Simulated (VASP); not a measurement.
# Si3Br (P-6m2) in VASP: notebook

Si3Br is run at these levels: PBE; tasks: single point, relaxation of cell and atoms.

Everything below comes from runs of VASP 6.6.1. Logs are shortened: lines on timing, memory, paths and dates and some standing lists are left out, and cuts for length are marked.

## 1. The cell of the first run

It takes space group P-6m2 (No. 187, hexagonal). Conventional cell: a = 3.554 Å, b = 3.554 Å, c = 7.267 Å, α = 90.00°, β = 90.00°, γ = 120.00°. Si (site symmetry -6m2) has 6 Si at 2.48 Å within 3.3 Å. Si (site symmetry 3m) has 4 Si at 2.48 to 2.80 Å and 3 Br at 3.03 Å within 3.3 Å. Br (site symmetry -6m2) has 8 Si at 3.03 to 3.63 Å and 6 Br at 3.55 Å within 4.0 Å.

## 2. Single point, PBE

Contents of INCAR:

```
ALGO = Normal
EDIFF = 1E-7
ENCUT = 520
GGA = PE
ISIF = 2
ISMEAR = 0
LASPH = True
LCHARG = False
LREAL = False
LWAVE = False
NBANDS = 18
NELM = 100
PREC = Accurate
SIGMA = 0.1
```

Contents of KPOINTS:

```
k-points
0
Gamma
  6 6 2
```

Contents of POSCAR:

```
Si3Br
1.0
    3.5538866497      0.0000000000      0.0000000000
   -1.7769433249      3.0777561208      0.0000000000
    0.0000000000      0.0000000000      7.2671783344
Si Br
3 1
Direct
    0.0000000000      0.0000000000      0.0000000000
    0.6666666667      0.3333333333      0.8073928106
    0.6666666667      0.3333333333      0.1926071894
    0.0000000000      0.0000000000      0.5000000000
```

Potentials or basis: VASP PAW PBE potentials, release 64 (Si, Br).

Command:

```sh
> cat potpaw_PBE.64/Si/POTCAR potpaw_PBE.64/Br/POTCAR > POTCAR
> mpirun -np 1 vasp_std > vasp.out
```

OUTCAR:

```text
EDIFF = 1E-7
   ENCUT = 520
   GGA = PE
   ISIF = 2
   ISMEAR = 0
   LASPH = True
   LREAL = False
   NELM = 100
   PREC = Accurate

 ion  position               nearest neighbor table
   1  0.000  0.000  0.000-   2 2.48   3 2.48   2 2.48   3 2.48   2 2.48   3 2.48
   2  0.667  0.333  0.807-   1 2.48   1 2.48   1 2.48   3 2.80
   3  0.667  0.333  0.193-   1 2.48   1 2.48   1 2.48   2 2.80
   4  0.000  0.000  0.500-

  LATTYP: Found a hexagonal cell.
 ALAT       =     3.5538866497
 C/A-ratio  =     2.0448537195

  Lattice vectors:

 A1 = (   3.5538866497,   0.0000000000,   0.0000000000)
 A2 = (  -1.7769433249,   3.0777561208,   0.0000000000)
 A3 = (   0.0000000000,   0.0000000000,   7.2671783344)

Analysis of symmetry for initial positions (statically):
=====================================================================
 Subroutine PRICEL returns:
 Original cell was already a primitive cell.

 Routine SETGRP: Setting up the symmetry group for a
 hexagonal supercell.

 Subroutine GETGRP returns: Found 12 space group operations
 (whereof 12 operations were pure point group operations)
 out of a pool of 24 trial point group operations.

The static configuration has the point symmetry D_3h.

Analysis of symmetry for dynamics (positions and initial velocities):
=====================================================================
 Subroutine PRICEL returns:
 Original cell was already a primitive cell.

 Routine SETGRP: Setting up the symmetry group for a
 hexagonal supercell.

 Subroutine GETGRP returns: Found 12 space group operations
 (whereof 12 operations were pure point group operations)
 out of a pool of 24 trial point group operations.

The dynamic configuration has the point symmetry D_3h.

 Subroutine INISYM returns: Found 12 space group operations
 (whereof 12 operations are pure point group operations),
 and found     1 'primitive' translations

----------------------------------------------------------------------------------------

                                     Primitive cell

  volume of cell :      79.4884

  direct lattice vectors                    reciprocal lattice vectors
     3.553886650  0.000000000  0.000000000     0.281382075  0.162456017  0.000000000
    -1.776943325  3.077756121  0.000000000     0.000000000  0.324912034  0.000000000
     0.000000000  0.000000000  7.267178334     0.000000000  0.000000000  0.137604990

  length of vectors
     3.553886650  3.553886650  7.267178334     0.324912034  0.324912034  0.137604990

  position of ions in fractional coordinates (direct lattice)
     0.000000000  0.000000000  0.000000000
     0.666666667  0.333333333  0.807392811
     0.666666667  0.333333333  0.192607189
     0.000000000  0.000000000  0.500000000

  ion indices of the primitive-cell ions
   primitive index   ion index
                 1           1
                 2           2
                 3           3
                 4           4

----------------------------------------------------------------------------------------

 KPOINTS: k-points

Automatic generation of k-mesh.
 Grid dimensions read from file:
 generate k-points for:    6    6    2

 Generating k-lattice:

  Cartesian coordinates                     Fractional coordinates (reciprocal lattice)
     0.046897013  0.027076003  0.000000000     0.166666667  0.000000000  0.000000000
     0.000000000  0.054152006  0.000000000     0.000000000  0.166666667  0.000000000
     0.000000000  0.000000000  0.068802495     0.000000000  0.000000000  0.500000000

  Length of vectors
     0.054152006  0.054152006  0.068802495

  Shift w.r.t. Gamma in fractional coordinates (k-lattice)
     0.000000000  0.000000000  0.000000000

 Subroutine IBZKPT returns following result:
 ===========================================

 Found     14 irreducible k-points:

 Following reciprocal coordinates:
            Coordinates               Weight
  0.000000  0.000000  0.000000      1.000000
  0.166667 -0.000000  0.000000      6.000000
  0.333333  0.000000  0.000000      6.000000
  0.500000  0.000000  0.000000      3.000000
  0.166667  0.166667  0.000000      6.000000
  0.333333  0.166667  0.000000     12.000000
  0.333333  0.333333  0.000000      2.000000
  0.000000  0.000000  0.500000      1.000000
  0.166667 -0.000000  0.500000      6.000000
  0.333333  0.000000  0.500000      6.000000
  0.500000  0.000000  0.500000      3.000000
  0.166667  0.166667  0.500000      6.000000
  0.333333  0.166667  0.500000     12.000000
  0.333333  0.333333  0.500000      2.000000
   k-points           NKPTS =     14   k-points in BZ     NKDIM =     14   number of bands    NBANDS=     18
   number of dos      NEDOS =    301   number of ions     NIONS =      4
   total plane-waves  NPLWV =  42336
   dimension x,y,z NGX =    28 NGY =   28 NGZ =   54
   dimension x,y,z NGXF=    56 NGYF=   56 NGZF=  108
   ions per type =               3   1
   NGX,Y,Z   is equivalent  to a cutoff of  13.10, 13.10, 12.35 a.u.
[... 33 lines left out ...]
  Fermi-wavevector in a.u.,A,eV,Ry     =   1.015995  1.919952 14.044553  1.032246
  Thomas-Fermi vector in A             =   2.149313
   LORBIT       =      0    0 simple, 1 ext, 2 COOP (PROOUT), +10 PAW based schemes
   GGA     = PE    functional components
   LHFCALC =     F    Hartree Fock is set to
   AEXX    =    0.0000 exact exchange contribution
   IVDW    =     0    specifies the selected vdW correction
   LEPSILON=     F    determine dielectric tensor
   LRPA    =     F    only Hartree local field effects (RPA)
 non-spin polarized calculation
 Gauss-broadening in eV      SIGMA  =   0.10
  energy-cutoff  :      520.00
  volume of cell :       79.49
 maximum number of plane-waves:      2176
 NGX is ok and might be reduce to    28
   NGX = 13   NGY = 13   NGZ = 27

 number of electron      19.0000000 magnetization

 Free energy of the ion-electron system (eV)
  ---------------------------------------------------
  ext. energy  EPLUGINS =         0.00000000
  ---------------------------------------------------
  free energy    TOTEN  =       -16.42211439 eV

  energy without entropy =      -16.40695021  energy(sigma->0) =      -16.41453230

 E-fermi :   5.7440     XC(G=0):  -9.8931

 val. band max:        5.7388391077   @ k =   0.1667   0.1667   0.5000
 cond. band min:       5.8310528133   @ k =   0.0000   0.0000   0.5000
 fundamental gap:      0.0922137056
 Fermi energy:         5.7440469779

 k-point     1 :       0.0000    0.0000    0.0000
  band No.  band energies     occupation
      1      -9.8679      2.00000
      2      -6.3808      2.00000
      3      -3.1723      2.00000
      4       2.7070      2.00000
      5       3.0288      2.00000
      6       4.3650      2.00000
[... 10 lines left out ...]
     17      13.5911      0.00000
     18      13.5911      0.00000

 k-point     2 :       0.1667   -0.0000    0.0000
  band No.  band energies     occupation
      1      -9.6927      2.00000
      2      -6.0069      2.00000
      3      -2.7871      2.00000
      4       2.0976      2.00000
      5       2.9211      2.00000
      6       3.5561      2.00000
[... 10 lines left out ...]
     17      12.5495      0.00000
     18      13.5393      0.00000

 k-point     3 :       0.3333    0.0000    0.0000
  band No.  band energies     occupation
      1      -9.3026      2.00000
      2      -4.9269      2.00000
      3      -1.6760      2.00000
      4      -0.2219      2.00000
      5       1.3490      2.00000
      6       2.7869      2.00000
[... 10 lines left out ...]
     17      12.7490      0.00000
     18      15.2395      0.00000

 k-point     4 :       0.5000    0.0000    0.0000
  band No.  band energies     occupation
      1      -9.0822      2.00000
      2      -3.7584      2.00000
      3      -1.9780      2.00000
      4      -0.4733      2.00000
      5       0.5520      2.00000
      6       1.2716      2.00000
[... 165 lines left out ...]
      4       0.9334      2.00000
      5       1.1173      2.00000
      6       2.0844      2.00000
[... 10 lines left out ...]
     17      12.1649      0.00000
     18      14.0856      0.00000

 k-point    13 :       0.3333    0.1667    0.5000
  band No.  band energies     occupation
      1      -9.0820      2.00000
      2      -4.0215      2.00000
      3      -1.2694      2.00000
      4      -0.7964      2.00000
      5       1.6440      2.00000
      6       1.9669      2.00000
[... 10 lines left out ...]
     17      14.0760      0.00000
     18      14.6796      0.00000

 k-point    14 :       0.3333    0.3333    0.5000
  band No.  band energies     occupation
      1      -8.9730      2.00000
      2      -2.8518      2.00000
      3      -2.2076      2.00000
      4      -0.4911      2.00000
      5       0.8549      2.00000
      6       1.4918      2.00000
[... 10 lines left out ...]
     17      13.5394      0.00000
     18      14.5395      0.00000

------------------------ aborting loop because EDIFF is reached ----------------------------------------

  FORCE on cell =-STRESS in cart. coord.  units (eV):
  Direction    XX          YY          ZZ          XY          YZ          ZX
  --------------------------------------------------------------------------------------
  -------------------------------------------------------------------------------------
  Total        0.0434802      0.0434802     -0.0002192     -0.0000000     -0.0000000     -0.0000000
  in kB        0.8763920      0.8763920     -0.0044175     -0.0000000     -0.0000000     -0.0000000
  external PRESSURE =       0.5827888 kB  Pullay stress =       0.0000000 kB

 VOLUME and BASIS-vectors are now :
 -----------------------------------------------------------------------------
  energy-cutoff  :      520.00
  volume of cell :       79.49
      direct lattice vectors                 reciprocal lattice vectors
     3.553886650  0.000000000  0.000000000     0.281382075  0.162456017  0.000000000
    -1.776943325  3.077756121  0.000000000     0.000000000  0.324912034  0.000000000
     0.000000000  0.000000000  7.267178334     0.000000000  0.000000000  0.137604990

 POSITION                                       TOTAL-FORCE (eV/Angst)
 -----------------------------------------------------------------------------------
      0.00000      0.00000      0.00000         0.000000      0.000000     -0.000000
      1.77694      1.02592      5.86747        -0.000000     -0.000000     -0.002425
      1.77694      1.02592      1.39971        -0.000000      0.000000      0.002425
      0.00000      0.00000      3.63359         0.000000      0.000000     -0.000000
 -----------------------------------------------------------------------------------
    total drift:                                0.000000     -0.000000      0.000000

  FREE ENERGIE OF THE ION-ELECTRON SYSTEM (eV)
  ---------------------------------------------------
  free  energy   TOTEN  =       -16.4221143879 eV

  energy  without entropy=      -16.4069502074  energy(sigma->0) =      -16.41453230
```

Run time: 15 s. Hardware: 1 thread of Intel Xeon Platinum 8488C (Sapphire Rapids), shared host; peak memory 0.18 GiB.

What came out:

* Free energy: -16.4221 eV
* Pressure: 0.1 GPa

Forces on the atoms (eV/Å):
```
Si   0.000  0.000  0.000
Si   0.000  0.000 -0.002
Si   0.000  0.000  0.002
Br   0.000  0.000  0.000
```

Stress tensor (GPa, compression positive):
```
0.09 0.00 0.00
0.00 0.09 0.00
0.00 0.00 0.00
```

Levels at points of the mesh, in eV from the Fermi level:
```tsv
k point	band 8	band 9	band 10	band 11	band 12	band 13
(0.00, 0.00, 0.00)	0.25	0.25	2.81	3.30	3.45	3.45
(0.50, 0.00, 0.00)	-1.39	-1.32	-0.13	1.30	1.59	2.85
(0.00, 0.00, 0.50)	0.09	0.94	1.17	3.06	3.61	3.61
(0.50, 0.00, 0.50)	-2.28	-1.94	-1.17	0.98	2.28	2.60
```

Caveat: the k points lie up to 0.43 Å⁻¹ apart; an odd number of electrons without spin polarisation forces a metal; a magnetic or distorted state may lie lower.

## 3. Single point, PBE

This run uses another cell than the first one, of 20.98 Å³/atom, 1.056 times its volume.

Contents of INCAR:

```
SYSTEM = Si3Br
PREC = Accurate
ENCUT = 520
EDIFF = 1E-6
ISMEAR = 0
SIGMA = 0.1
LREAL = .False.
LASPH = .True.
NELM = 100
ALGO = Normal
ISIF = 2
LWAVE = .False.
LCHARG = .False.
GGA = PE
NBANDS = 18
```

Contents of KPOINTS:

```
Automatic mesh
0
Gamma
  6 6 2
  0 0 0
```

Contents of POSCAR:

```
Si3Br
1.0
    3.1449266000      0.0000000000      0.0000000000
   -1.5724633000      2.7235863300      0.0000000000
    0.0000000000      0.0000000000      9.7969774600
Si Br
3 1
Direct
    0.0000000000      0.0000000000      0.0000000000
    0.6666666700      0.3333333300      0.7616215300
    0.6666666700      0.3333333300      0.2383784700
    0.0000000000      0.0000000000      0.5000000000
```

Potentials or basis: VASP PAW PBE potentials, release 64 (Si, Br).

Command:

```sh
> cat potpaw_PBE.64/Si/POTCAR potpaw_PBE.64/Br/POTCAR > POTCAR
> mpirun -np 1 vasp_std > vasp.out
```

It took 16 s on 1 thread of Intel Xeon Platinum 8488C (Sapphire Rapids), shared host; peak memory 0.19 GiB.

Results (log left out):

```
Free energy   : -14.6504 eV
Pressure      : -5.8 GPa
Largest force : 0.572 eV/Å
```

Forces on the atoms (eV/Å):
```
Si   0.000  0.000  0.000
Si   0.000  0.000  0.572
Si   0.000  0.000 -0.572
Br   0.000  0.000  0.000
```

Stress tensor (GPa, compression positive):
```
-3.82  0.00  0.00
 0.00 -3.82  0.00
 0.00  0.00 -9.87
```

Levels at points of the mesh, in eV from the Fermi level:
```
           k point  band 7  band 8  band 9  band 10  band 11  band 12
(0.00, 0.00, 0.00)    0.40    0.40    0.96     5.00     5.00     5.78
(0.50, 0.00, 0.00)   -2.76   -2.46   -1.59    -1.11     0.42     1.97
(0.00, 0.00, 0.50)    0.40    0.40    3.17     4.97     4.97     5.34
(0.50, 0.00, 0.50)   -3.78   -2.73   -1.11    -0.52     0.64     1.87
```

Caveat: the k points lie up to 0.38 Å⁻¹ apart; an odd number of electrons without spin polarisation forces a metal; a magnetic or distorted state may lie lower.

## 4. Single point, PBE

This run uses another cell than the first one, of 20.30 Å³/atom, 1.022 times its volume.

Contents of INCAR:

```
SYSTEM = Si3Br
PREC = Accurate
ENCUT = 520
EDIFF = 1E-6
ISMEAR = 0
SIGMA = 0.1
LREAL = .FALSE.
LASPH = .TRUE.
NELM = 60
ALGO = Normal
ISIF = 2
LWAVE = .FALSE.
LCHARG = .TRUE.
GGA = PE
LELF = .TRUE.
LVHAR = .TRUE.
NBANDS = 18
```

Contents of KPOINTS:

```
regular mesh
0
G
  6 6 4
  0 0 0
```

Contents of POSCAR:

```
Si3Br
1.0
    3.6070044157      0.0000000000      0.0000000000
   -1.8035022079      3.1237574555      0.0000000000
    0.0000000000      0.0000000000      7.2081785400
Si Br
3 1
Direct
    0.0000000000      0.0000000000      0.0000000000
    0.6666666667      0.3333333333      0.8106322769
    0.6666666667      0.3333333333      0.1893677231
    0.0000000000      0.0000000000      0.5000000000
```

Command:

```sh
> cat potpaw_PBE.64/Si/POTCAR potpaw_PBE.64/Br/POTCAR > POTCAR
> mpirun -np 1 vasp_std > vasp.out
```

Run time: 21 s. Hardware: 1 thread of Intel Xeon Platinum 8488C (Sapphire Rapids), shared host; peak memory 0.19 GiB.

The run converged. Its results:

- Free energy: -16.3416 eV
- Pressure: -0.1 GPa
- Largest force: 0.027 eV/Å

Forces on the atoms (eV/Å):
```
Si   0.000  0.000  0.000
Si   0.000  0.000  0.027
Si   0.000  0.000 -0.027
Br   0.000  0.000  0.000
```

Levels at points of the mesh, in eV from the Fermi level:
| k point | band 7 | band 8 | band 9 | band 10 | band 11 | band 12 | band 13 | band 14 |
| --- | --- | --- | --- | --- | --- | --- | --- | --- |
| (0.00, 0.00, 0.00) | -1.58 | -0.15 | -0.15 | 2.19 | 3.12 | 3.20 | 3.20 | 3.30 |
| (0.50, 0.00, 0.00) | -2.79 | -1.62 | -1.28 | -0.23 | 1.05 | 1.44 | 2.96 | 3.38 |
| (0.00, 0.00, 0.50) | -0.33 | -0.33 | 0.79 | 1.19 | 2.51 | 3.35 | 3.35 | 3.36 |
| (0.50, 0.00, 0.50) | -2.54 | -2.40 | -2.25 | -1.19 | 0.69 | 2.13 | 2.54 | 4.71 |

Caveat: an odd number of electrons without spin polarisation forces a metal; a magnetic or distorted state may lie lower.

## 5. Relaxation of cell and atoms, PBE

This run uses another cell than the first one, of 20.98 Å³/atom, 1.056 times its volume.

Contents of INCAR:

```
ALGO = Normal
EDIFF = 1E-6
EDIFFG = -0.04
ENCUT = 600
GGA = PE
IBRION = 2
ISIF = 3
ISMEAR = 0
LASPH = True
LCHARG = False
LREAL = False
LWAVE = False
NELM = 100
NSW = 90
PREC = Accurate
SIGMA = 0.1
```

Contents of KPOINTS:

```
k-points
0
Gamma
  6 6 2
```

Contents of POSCAR:

```
Si3Br
1.0
    3.1449266000      0.0000000000      0.0000000000
   -1.5724633000      2.7235863300      0.0000000000
    0.0000000000      0.0000000000      9.7969774600
Si Br
3 1
Direct
    0.0000000000      0.0000000000      0.0000000000
    0.6666666700      0.3333333300      0.7616215300
    0.6666666700      0.3333333300      0.2383784700
    0.0000000000      0.0000000000      0.5000000000
```

Command:

```sh
> cat potpaw_PBE.64/Si/POTCAR potpaw_PBE.64/Br/POTCAR > POTCAR
> mpirun -np 1 vasp_std > vasp.out
```

Wall time 2.5 min (1 thread of Intel Xeon Platinum 8488C (Sapphire Rapids), shared host); peak memory 0.25 GiB.

It converged, with:

```
Free energy                            : -16.4217 eV
Relaxed volume                         : 19.83 Å³/atom
Relaxed cell                           : a = 3.551 Å, b = 3.551 Å, c = 7.265 Å, α = 90.00°, β = 90.00°, γ = 120.00°
Space group after relaxing (to 0.05 Å) : P-6m2 (No. 187)
Energy gained by relaxing              : 442.8 meV/atom
Ionic steps                            : 15
Pressure after relaxing                : 0.2 GPa
Largest force after relaxing           : 0.040 eV/Å
```

Forces on the atoms (eV/Å):
```
Si   0.000  0.000  0.000
Si   0.000  0.000 -0.040
Si   0.000  0.000  0.040
Br   0.000  0.000  0.000
```

Stress tensor (GPa, compression positive):
```
0.24 0.00 0.00
0.00 0.24 0.00
0.00 0.00 0.16
```

Step by step:
```csv
step,energy change (eV),largest force (eV/Å),pressure (GPa),volume (Å³)
1,0.0000,0.5715,-5.83,83.92
2,-0.4044,0.4955,-2.25,74.94
3,-0.5621,0.5307,4.04,67.81
4,-0.7249,0.0145,8.31,65.95
5,-0.7361,0.1464,9.26,65.61
6,-1.0444,0.5196,5.05,69.80
7,-1.4530,1.1754,-4.18,82.58
8,-1.4518,1.2166,-3.39,80.72
9,-1.6004,1.1317,-3.12,82.37
10,-1.6054,0.8468,-1.94,83.12
11,-1.6167,0.9964,-2.54,82.77
12,-1.7323,0.3587,-0.17,79.66
13,-1.7466,0.0566,1.19,78.21
14,-1.7709,0.0339,0.31,79.21
15,-1.7711,0.0396,0.21,79.34
```

Final structure:
```xyz
4
Lattice="3.5511 0.0000 0.0000 -1.7756 3.0754 0.0000 0.0000 0.0000 7.2647" Properties=species:S:1:pos:R:3 pbc="T T T"
Si    0.0000    0.0000    0.0000
Si    1.7756    1.0251    5.8681
Si    1.7756    1.0251    1.3966
Br    0.0000    0.0000    3.6323
```

Levels at points of the mesh, in eV from the Fermi level:
```tsv
k point	band 6	band 7	band 8	band 9	band 10	band 11	band 12	band 13
(0.00, 0.00, 0.00)	-1.37	-1.37	0.24	0.24	2.81	3.31	3.46	3.46
(0.50, 0.00, 0.00)	-4.47	-2.59	-1.40	-1.32	-0.12	1.28	1.60	2.86
(0.00, 0.00, 0.50)	-1.31	0.08	0.08	0.95	1.19	3.05	3.62	3.62
(0.50, 0.00, 0.50)	-3.69	-2.58	-2.27	-1.96	-1.17	0.98	2.28	2.61
```

Caveat: the k points lie up to 0.43 Å⁻¹ apart in the final cell; an odd number of electrons without spin polarisation forces a metal; a magnetic or distorted state may lie lower.

## 6. Summary

| task | cell | k mesh | cutoff (eV) | gap on the mesh (eV) | pressure (GPa) | largest force (eV/Å) |
| --- | --- | --- | --- | --- | --- | --- |
| single point | a = 3.554, b = 3.554, c = 7.267 Å, angles 90.0, 90.0, 120.0°, 4 atoms | 6 × 6 × 2 | 520 | none | 0.1 | - |
| single point | a = 3.145, b = 3.145, c = 9.797 Å, angles 90.0, 90.0, 120.0°, 4 atoms | 6 × 6 × 2 | 520 | none | -5.8 | 0.57 |
| single point | a = 3.607, b = 3.607, c = 7.208 Å, angles 90.0, 90.0, 120.0°, 4 atoms | 6 × 6 × 4 | 520 | none | -0.1 | 0.03 |
| relaxation of cell and atoms | relaxed from a = 3.145, b = 3.145, c = 9.797 Å, angles 90.0, 90.0, 120.0°, 4 atoms | 6 × 6 × 2 | 600 | none | 0.2 | 0.04 |

Alike in all rows: level PBE; potentials or basis VASP PAW PBE potentials, release 64 (Si, Br); no spin polarisation; smearing gaussian 0.1 eV.

Caveats: some runs use coarse meshes; an odd number of electrons without spin polarisation forces a metal; a magnetic or distorted state may lie lower.

Absolute energies hang on the potentials; compare differences alone.
